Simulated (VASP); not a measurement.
The system is Ga2P3.

```
CELL_PARAMETERS angstrom
3.04552 1.75833 5.55961
-3.04552 1.75833 5.55961
0.00000 -3.51667 5.55961
ATOMIC_POSITIONS crystal
Ga 0.83981 0.83981 0.83981
Ga 0.66019 0.66019 0.66019
Ga 0.33981 0.33981 0.33981
Ga 0.16019 0.16019 0.16019
P 0.25000 0.92777 0.57223
P 0.57223 0.25000 0.92777
P 0.92777 0.57223 0.25000
P 0.07223 0.42777 0.75000
P 0.42777 0.75000 0.07223
P 0.75000 0.07223 0.42777
```

The cell was built from a structure type or drawn by symmetry, and may not be a known phase.

```yaml
Program: VASP 6.6.1
Task: relaxation of cell and atoms
Functional: PBE
Potentials_or_basis: VASP PAW PBE potentials, release 64 (Ga_d, P)
Cutoff: 600 eV
k_mesh: 3 × 3 × 3
Occupations: gaussian, width 0.1 eV
Spin: no spin polarisation
```

At the start: pressure 6.6 GPa; volume 17.86 Å³/atom.

Problem. Where does the relaxation end?

Solution. Over 32 steps the energy falls by 198.4 meV/atom and the volume is 20.77 Å³/atom (+16.3 %); space group R-3c (No. 167, to 0.1 Å) before and after.

Step by step:
```csv
step,energy change (eV),largest force (eV/Å),pressure (GPa),volume (Å³)
1,0.0000,0.7600,6.59,178.63
2,-0.2970,0.3767,-2.36,198.30
3,-0.3273,0.4452,-0.58,193.33
4,-0.3965,0.3475,-0.49,193.03
5,-0.5763,0.5387,-0.19,192.05
6,-0.6680,1.0726,1.41,189.77
7,-0.6809,0.9336,0.94,190.39
8,-0.7130,0.9590,0.87,190.55
9,-0.8107,1.0275,0.67,191.01
10,-1.0031,1.0862,0.29,191.89
11,-1.2822,1.0006,0.04,193.38
12,-1.2057,0.8263,4.34,195.40
13,-1.3171,0.9736,0.60,194.06
14,-1.3645,0.7996,1.84,194.78
15,-1.6540,0.5663,0.77,200.58
16,-1.7268,0.5409,0.85,205.64
17,-1.8371,0.4634,-0.63,207.80
18,-1.8708,0.3740,-2.08,210.27
19,-1.9416,0.2145,-1.22,206.90
20,-1.9565,0.0860,-0.61,204.72
21,-1.9565,0.0762,-0.52,204.57
22,-1.9646,0.0632,-0.11,203.65
23,-1.9669,0.0784,0.28,202.89
24,-1.9696,0.0870,0.16,203.44
25,-1.9745,0.1144,-0.08,205.09
26,-1.9753,0.1264,-0.18,205.90
27,-1.9780,0.1065,-0.04,206.00
28,-1.9803,0.0758,0.16,206.13
29,-1.9786,0.1328,0.56,206.41
30,-1.9807,0.0591,0.26,206.21
31,-1.9832,0.0416,0.04,207.26
32,-1.9837,0.0342,-0.01,207.72
```

Final structure:
```
Ga P
1.0
     2.99166    1.72724    6.69978
    -2.99166    1.72724    6.69978
     0.00000   -3.45447    6.69978
Ga P
4 6
Cartesian
  0.0000 0.0000 17.3349
  0.0000 0.0000 12.8141
  0.0000 0.0000 7.2852
  0.0000 0.0000 2.7644
  0.6904 -1.1958 5.0248
  0.6904 1.1958 5.0248
  -1.3808 0.0000 5.0248
  1.3808 0.0000 15.0745
  -0.6904 -1.1958 15.0745
  -0.6904 1.1958 15.0745
```

Caveat: the k points lie up to 0.42 Å⁻¹ apart in the final cell; the volume moved by over 15 % at a fixed basis, so the end points are rough.
